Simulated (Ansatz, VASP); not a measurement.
# One calculation of CuI, two programs

The input INCAR:

```
SYSTEM = CuI
PREC = Accurate
ENCUT = 520
EDIFF = 1E-6
ISMEAR = -1
SIGMA = 0.08
LREAL = .FALSE.
LASPH = .TRUE.
NELM = 80
ALGO = Normal
ISIF = 2
LWAVE = .FALSE.
LCHARG = .FALSE.
NBANDS = 16
```

File KPOINTS:

```
regular mesh
0
G
  13 13 13
  0 0 0
```

Contents of POSCAR:

```
CuI
1.0
    0.0000000000      2.7695912641      2.7695912641
    2.7695912641      0.0000000000      2.7695912641
    2.7695912641      2.7695912641      0.0000000000
Cu I
1 1
Direct
    0.0000000000      0.0000000000      0.0000000000
    0.5000000000      0.5000000000      0.5000000000
```

Input for Ansatz:

```yaml
crystal:
  lattice:
    - [0.0, 2.7695912641, 2.7695912641]
    - [2.7695912641, 0.0, 2.7695912641]
    - [2.7695912641, 2.7695912641, 0.0]
  atoms:
    - { symbol: Cu, position: [0.0, 0.0, 0.0] }
    - { symbol: I, position: [0.5, 0.5, 0.5] }
kpoints:
  mp_grid: { grid: [13, 13, 13] }
scf:
  occupations: { method: fermi_dirac, width: 0.08 }
hamiltonian:
  xc: lda
  pseudopotentials: { kind: paw }
output:
  forces: true
  stress: true
  eigenvalues: true
```

Change from the starting cell: volume scaled by 1.01, to set the pressure.

Alike in both runs: task single point; functional LDA; k mesh 13 × 13 × 13; occupations fermi-dirac, width 0.08 eV; no spin polarisation.

```csv
,VASP,Ansatz
version,VASP 6.6.1,Ansatz 0.2.0
potentials or method,"VASP PAW LDA potentials, release 64 (Cu, I)","PAW with Ansatz's default frozen-core files, scalar-relativistic"
plane-wave cutoff (eV),520,420
valence electrons in the cell,18,36
```

Ansatz gave:

* pressure (GPa): -0.7

Task: Estimate VASP's values.

Result: Pressure (GPa): -0.4.

LDA's correlation is that of Perdew and Zunger in VASP and of Perdew and Wang (1992) in Ansatz. VASP's potentials hold 18 valence electrons a cell and Ansatz's 36, so a difference there can come from the potentials and not from the codes.

Neither program's run includes spin-orbit coupling.
